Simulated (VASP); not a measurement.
# SnO2 (Fm-3m) in VASP: single point with r2SCAN

Aim: the single point of SnO2 with r2SCAN.

Program: VASP 6.6.1. These are calculated values, not measurements. Logs are shortened: lines on timing, memory, paths and dates and some standing lists are left out, and cuts for length are marked.

## Step 1: The cell of the first run

The structure is cubic, space group Fm-3m (No. 225). Conventional cell: a = 5.255 Å, b = 5.255 Å, c = 5.255 Å, α = 90.00°, β = 90.00°, γ = 90.00°. Sn (site symmetry m-3m) has 8 O at 2.28 Å within 3.0 Å. Within 3.0 Å of O (site symmetry -43m) lie 4 Sn at 2.28 Å and 6 O at 2.63 Å.

## Step 2: Single point, r2SCAN (strain +3.7%)

POSCAR reads:

```
SnO2
1.0
    0.0000000000      2.6277119417      2.6277119417
    2.6277119417      0.0000000000      2.6277119417
    2.6277119417      2.6277119417      0.0000000000
Sn O
1 2
Direct
    0.0000000000      0.0000000000      0.0000000000
    0.2500000000      0.2500000000      0.2500000000
    0.7500000000      0.7500000000      0.7500000000
```

INCAR.step1 reads:

```
SYSTEM = SnO2
PREC     = Accurate       ! precision mode
ENCUT    = 520            ! plane-wave cutoff, eV
ISMEAR   = -1             ! smearing method
SIGMA    = 0.02           ! smearing width, eV
LREAL    = .False.        ! projectors in reciprocal space
LASPH    = .True.         ! aspherical terms in the spheres
NELM     = 100            ! most SCF steps
NBANDS   = 20             ! bands
GGA      = PE             ! functional
ALGO     = Normal         ! electronic algorithm
EDIFF    = 1E-4           ! SCF threshold, eV
LWAVE    = .True.         ! write WAVECAR
LCHARG   = .False.        ! write CHGCAR
```

INCAR.step2 reads:

```
SYSTEM = SnO2
PREC     = Accurate       ! precision mode
ENCUT    = 520            ! plane-wave cutoff, eV
EDIFF    = 1E-6           ! SCF threshold, eV
ISMEAR   = -1             ! smearing method
SIGMA    = 0.02           ! smearing width, eV
LREAL    = .False.        ! projectors in reciprocal space
LASPH    = .True.         ! aspherical terms in the spheres
NELM     = 100            ! most SCF steps
ALGO     = Normal         ! electronic algorithm
ISIF     = 2              ! what is computed and relaxed
LWAVE    = .False.        ! write WAVECAR
LCHARG   = .True.         ! write CHGCAR
METAGGA  = R2SCAN         ! meta-GGA
LMIXTAU  = .True.       
LELF     = .True.         ! ELF
LVHAR    = .True.       
NBANDS   = 20             ! bands
ISTART   = 1
```

KPOINTS reads:

```
regular mesh
0
Gamma
  8 8 8
  0 0 0
```

Potentials or basis: VASP PAW PBE potentials, release 64 (Sn_d, O).

Launch:

```sh
$ cat potpaw_PBE.64/Sn_d/POTCAR potpaw_PBE.64/O/POTCAR > POTCAR
$ cp INCAR.step1 INCAR
$ mpirun -np 1 vasp_std > vasp.out
$ cp INCAR.step2 INCAR
$ mpirun -np 1 vasp_std > vasp.out
```

OUTCAR:

```text
SYSTEM = SnO2
   PREC = Accurate
   ENCUT = 520
   EDIFF = 1E-6
   ISMEAR = -1
   LREAL = .False.
   LASPH = .True.
   NELM = 100
   ISIF = 2
   METAGGA = R2SCAN
   ISTART = 1

 ion  position               nearest neighbor table
   1  0.000  0.000  0.000-   3 2.28   3 2.28   3 2.28   2 2.28   3 2.28   2 2.28   2 2.28   2 2.28

   2  0.250  0.250  0.250-   1 2.28   1 2.28   1 2.28   1 2.28
   3  0.750  0.750  0.750-   1 2.28   1 2.28   1 2.28   1 2.28

  LATTYP: Found a face centered cubic cell.
 ALAT       =     5.2554238834

  Lattice vectors:

 A1 = (   0.0000000000,   2.6277119417,   2.6277119417)
 A2 = (   2.6277119417,   0.0000000000,   2.6277119417)
 A3 = (   2.6277119417,   2.6277119417,   0.0000000000)

Analysis of symmetry for initial positions (statically):
=====================================================================
 Subroutine PRICEL returns:
 Original cell was already a primitive cell.

 Routine SETGRP: Setting up the symmetry group for a
 face centered cubic supercell.

 Subroutine GETGRP returns: Found 48 space group operations
[... 9 lines left out ...]

 Routine SETGRP: Setting up the symmetry group for a
 face centered cubic supercell.

 Subroutine GETGRP returns: Found 48 space group operations
[... 11 lines left out ...]
                                     Primitive cell

  volume of cell :      36.2880

  direct lattice vectors                    reciprocal lattice vectors
     0.000000000  2.627711942  2.627711942    -0.190279609  0.190279609  0.190279609
     2.627711942  0.000000000  2.627711942     0.190279609 -0.190279609  0.190279609
     2.627711942  2.627711942  0.000000000     0.190279609  0.190279609 -0.190279609

  length of vectors
     3.716145866  3.716145866  3.716145866     0.329573950  0.329573950  0.329573950

  position of ions in fractional coordinates (direct lattice)
     0.000000000  0.000000000  0.000000000
     0.250000000  0.250000000  0.250000000
     0.750000000  0.750000000  0.750000000

  ion indices of the primitive-cell ions
   primitive index   ion index
                 1           1
                 2           2
                 3           3

----------------------------------------------------------------------------------------

 KPOINTS: regular mesh

Automatic generation of k-mesh.
 Grid dimensions read from file:
 generate k-points for:    8    8    8

 Generating k-lattice:

  Cartesian coordinates                     Fractional coordinates (reciprocal lattice)
    -0.023784951  0.023784951  0.023784951     0.125000000  0.000000000  0.000000000
     0.023784951 -0.023784951  0.023784951     0.000000000  0.125000000  0.000000000
     0.023784951  0.023784951 -0.023784951     0.000000000  0.000000000  0.125000000

  Length of vectors
     0.041196744  0.041196744  0.041196744

  Shift w.r.t. Gamma in fractional coordinates (k-lattice)
     0.000000000  0.000000000  0.000000000

 Subroutine IBZKPT returns following result:
 ===========================================

 Found     29 irreducible k-points:

 Following reciprocal coordinates:
            Coordinates               Weight
  0.000000  0.000000  0.000000      1.000000
  0.125000  0.000000  0.000000      8.000000
  0.250000  0.000000  0.000000      8.000000
  0.375000  0.000000  0.000000      8.000000
  0.500000  0.000000  0.000000      4.000000
  0.125000  0.125000  0.000000      6.000000
[... 16 lines left out ...]
  0.500000  0.250000  0.125000     48.000000
 -0.375000  0.250000  0.125000     24.000000
 [... further k-points ...]
   k-points           NKPTS =     29   k-points in BZ     NKDIM =     29   number of bands    NBANDS=     20
   number of dos      NEDOS =    301   number of ions     NIONS =      3
   total plane-waves  NPLWV =  21952
   dimension x,y,z NGX =    28 NGY =   28 NGZ =   28
   dimension x,y,z NGXF=    56 NGYF=   56 NGZF=   56
   ions per type =               1   2
   NGX,Y,Z   is equivalent  to a cutoff of  12.53, 12.53, 12.53 a.u.
   NGXF,Y,Z  is equivalent  to a cutoff of  25.05, 25.05, 25.05 a.u.
 SYSTEM =  SnO2
   PREC   = accura    normal or accurate (medium, high low for compatibility)
   ISTART =      1    job   : 0-new  1-cont  2-samecut
   ICHARG =      0    charge: 1-file 2-atom 10-const
   ISPIN  =      1    spin polarized calculation?
   LNONCOLLINEAR =      F non collinear calculations
   LSORBIT =      F    spin-orbit coupling
   LASPH  =      T    aspherical Exc in radial PAW
   ENCUT  =  520.0 eV  38.22 Ry    6.18 a.u.   6.91  6.91  6.91*2*pi/ulx,y,z
   NELM   =    100;   NELMIN=  2; NELMDL=  0     # of ELM steps
   EDIFF  = 0.1E-05   stopping-criterion for ELM
   LREAL  =      F    real-space projection
   EDIFFG = 0.1E-04   stopping-criterion for IOM
   NSW    =      0    number of steps for IOM
   IBRION =     -1    ionic relax: 0-MD 1-quasi-New 2-CG
   NFREE  =      0    steps in history (QN), initial steepest desc. (CG)
   ISIF   =      2    stress and relaxation
   ISYM   =      2    0-nonsym 1-usesym 2-fastsym
   POTIM  = 0.5000    time-step for ionic-motion
   TEBEG  =    0.0;   TEEND  =   0.0 temperature during run
   PSTRESS=    0.0 pullay stress
   NELECT =      26.0000    total number of electrons
   NUPDOWN=      -1.0000    fix difference up-down
   EMIN   =  10.00;   EMAX   =-10.00  energy-range for DOS
   EFERMI =   0.00;   METHOD = LEGACY
   ISMEAR =    -1;   SIGMA  =   0.02  broadening in eV -4-tet -1-fermi 0-gaus
   EFERMI_NEDOS =   21; number of points for ismear=-14 and -15
   IALGO  =     38    algorithm
   IMIX   =      4    mixing-type and parameters
     AMIX     =   0.40;   BMIX     =  1.00
     AMIX_MAG =   1.60;   BMIX_MAG =  1.00
  volume/ion in A,a.u.               =      12.10        81.63
  Fermi-wavevector in a.u.,A,eV,Ry     =   1.464912  2.768282 29.197655  2.145967
  Thomas-Fermi vector in A             =   2.580832
   LORBIT       =      0    0 simple, 1 ext, 2 COOP (PROOUT), +10 PAW based schemes
   METAGGA = R2SCAN    functional components
   LHFCALC =     F    Hartree Fock is set to
   AEXX    =    0.0000 exact exchange contribution
   IVDW    =     0    specifies the selected vdW correction
   LEPSILON=     F    determine dielectric tensor
   LRPA    =     F    only Hartree local field effects (RPA)
 non-spin polarized calculation
  energy-cutoff  :      520.00
  volume of cell :       36.29
 maximum number of plane-waves:       992
   NGX = 13   NGY = 13   NGZ = 13

 number of electron      26.0000016 magnetization

 Free energy of the ion-electron system (eV)
  ---------------------------------------------------
  ext. energy  EPLUGINS =         0.00000000
  ---------------------------------------------------
  free energy    TOTEN  =       -41.26505953 eV

  energy without entropy =      -41.26476010  energy(sigma->0) =      -41.26490981

 E-fermi :   6.2249     XC(G=0): -12.1258

 val. band max:        6.1797662865   @ k =  -0.2500   0.5000   0.2500
 cond. band min:       7.4133453019   @ k =   0.1250   0.0000   0.0000
 fundamental gap:      1.2335790153
 Fermi energy:         6.2249051271

 k-point     1 :       0.0000    0.0000    0.0000
  band No.  band energies     occupation
      1     -15.0281      2.00000
      2     -15.0281      2.00000
      3     -15.0281      2.00000
      4     -14.9183      2.00000
      5     -14.9183      2.00000
      6     -13.5554      2.00000
[... 12 lines left out ...]
     19      21.8471      0.00000
     20      21.8471      0.00000

 k-point     2 :       0.1250    0.0000    0.0000
  band No.  band energies     occupation
      1     -15.0755      2.00000
      2     -15.0201      2.00000
      3     -15.0200      2.00000
      4     -14.9184      2.00000
      5     -14.9184      2.00000
      6     -13.4205      2.00000
[... 12 lines left out ...]
     19      21.8522      0.00000
     20      21.8522      0.00000

 k-point     3 :       0.2500    0.0000    0.0000
  band No.  band energies     occupation
      1     -15.2006      2.00000
      2     -15.0045      2.00000
      3     -15.0044      2.00000
      4     -14.9148      2.00000
      5     -14.9148      2.00000
      6     -13.0043      2.00000
[... 12 lines left out ...]
     19      21.8618      0.00000
     20      21.9241      0.00000

 k-point     4 :       0.3750    0.0000    0.0000
  band No.  band energies     occupation
      1     -15.3304      2.00000
      2     -14.9960      2.00000
      3     -14.9959      2.00000
      4     -14.9040      2.00000
      5     -14.9039      2.00000
      6     -12.3650      2.00000
[... 12 lines left out ...]
     19      21.8001      0.00000
     20      21.8499      0.00000

 k-point     5 :       0.5000    0.0000    0.0000
  band No.  band energies     occupation
      1     -15.3840      2.00000
      2     -14.9945      2.00000
      3     -14.9944      2.00000
      4     -14.8973      2.00000
      5     -14.8973      2.00000
      6     -11.8347      2.00000
[... 12 lines left out ...]
     19      21.7093      0.00000
     20      21.7093      0.00000

 k-point     6 :       0.1250    0.1250    0.0000
  band No.  band energies     occupation
      1     -15.0963      2.00000
      2     -15.0125      2.00000
      3     -15.0125      2.00000
      4     -14.9241      2.00000
      5     -14.9139      2.00000
      6     -13.3845      2.00000
[... 12 lines left out ...]
     19      21.8648      0.00000
     20      22.0619      0.00000

 k-point     7 :       0.2500    0.1250    0.0000
  band No.  band energies     occupation
      1     -15.1810      2.00000
      2     -15.0118      2.00000
      3     -14.9956      2.00000
      4     -14.9282      2.00000
      5     -14.9087      2.00000
      6     -13.0774      2.00000
[... 12 lines left out ...]
     19      22.2520      0.00000
     20      23.0305      0.00000
[... 277 lines left out ...]
 k-point    20 :      -0.3750    0.3750    0.0000
  band No.  band energies     occupation
      1     -15.3580      2.00000
      2     -15.0874      2.00000
      3     -14.9472      2.00000
      4     -14.9327      2.00000
      5     -14.9022      2.00000
      6     -11.6828      2.00000
[... 12 lines left out ...]
     19      23.1060      0.00000
     20      25.1103      0.00000

 k-point    21 :       0.5000    0.5000    0.0000
  band No.  band energies     occupation
      1     -15.4697      2.00000
      2     -14.9631      2.00000
      3     -14.9184      2.00000
      4     -14.9184      2.00000
      5     -14.8885      2.00000
      6     -12.1592      2.00000
[... 12 lines left out ...]
     19      23.8704      0.00000
     20      24.2249      0.00000

 k-point    22 :       0.3750    0.2500    0.1250
  band No.  band energies     occupation
      1     -15.2445      2.00000
      2     -15.0358      2.00000
      3     -14.9773      2.00000
      4     -14.9336      2.00000
      5     -14.9056      2.00000
      6     -12.7039      2.00000
[... 12 lines left out ...]
     19      22.3238      0.00000
     20      24.6873      0.00000

 k-point    23 :       0.5000    0.2500    0.1250
  band No.  band energies     occupation
      1     -15.2902      2.00000
      2     -15.0924      2.00000
      3     -14.9630      2.00000
      4     -14.9319      2.00000
      5     -14.9045      2.00000
      6     -12.1104      2.00000
[... 12 lines left out ...]
     19      22.2553      0.00000
     20      25.3606      0.00000

 k-point    24 :      -0.3750    0.2500    0.1250
  band No.  band energies     occupation
      1     -15.3093      2.00000
      2     -15.1175      2.00000
      3     -14.9603      2.00000
      4     -14.9293      2.00000
      5     -14.9024      2.00000
      6     -11.5552      2.00000
[... 12 lines left out ...]
     19      22.2096      0.00000
     20      25.6393      0.00000

 [... further k-points ...]
[... 5 lines left out ...]
  --------------------------------------------------------------------------------------
  -------------------------------------------------------------------------------------
  Total       -4.1083505     -4.1083505     -4.1083505     -0.0000000     -0.0000000      0.0000000
  in kB     -181.3906126   -181.3906126   -181.3906126     -0.0000000     -0.0000000      0.0000000
  external PRESSURE =    -181.3906126 kB  Pullay stress =       0.0000000 kB

 VOLUME and BASIS-vectors are now :
 -----------------------------------------------------------------------------
  energy-cutoff  :      520.00
  volume of cell :       36.29
      direct lattice vectors                 reciprocal lattice vectors
     0.000000000  2.627711942  2.627711942    -0.190279609  0.190279609  0.190279609
     2.627711942  0.000000000  2.627711942     0.190279609 -0.190279609  0.190279609
     2.627711942  2.627711942  0.000000000     0.190279609  0.190279609 -0.190279609

 POSITION                                       TOTAL-FORCE (eV/Angst)
 -----------------------------------------------------------------------------------
      0.00000      0.00000      0.00000         0.000000      0.000000      0.000000
      1.31386      1.31386      1.31386        -0.000000     -0.000000     -0.000000
      3.94157      3.94157      3.94157         0.000000      0.000000     -0.000000
 -----------------------------------------------------------------------------------
    total drift:                                0.000000      0.000000      0.000000

  FREE ENERGIE OF THE ION-ELECTRON SYSTEM (eV)
  ---------------------------------------------------
  free  energy   TOTEN  =       -41.2650595291 eV

  energy  without entropy=      -41.2647600956  energy(sigma->0) =      -41.26490981
```

Wall time 2.5 min (1 thread of AMD EPYC 7R43 (Zen 3), shared host); peak memory 0.13 GiB.

What came out:

| Quantity | Value |
| --- | --- |
| Free energy | -41.2651 eV |
| Pressure | -18.1 GPa |
| Band gap on the k mesh | zero (band 13 reaches 6.18 eV, above the bottom of band 14 at 5.95 eV) |

Caveat: the cell differs from its parent crystal (strain +3.7%); the PAW data sets were made with another functional, which shifts forces and pressure a little; spin-orbit coupling is left out, which moves the levels of the heavy elements.
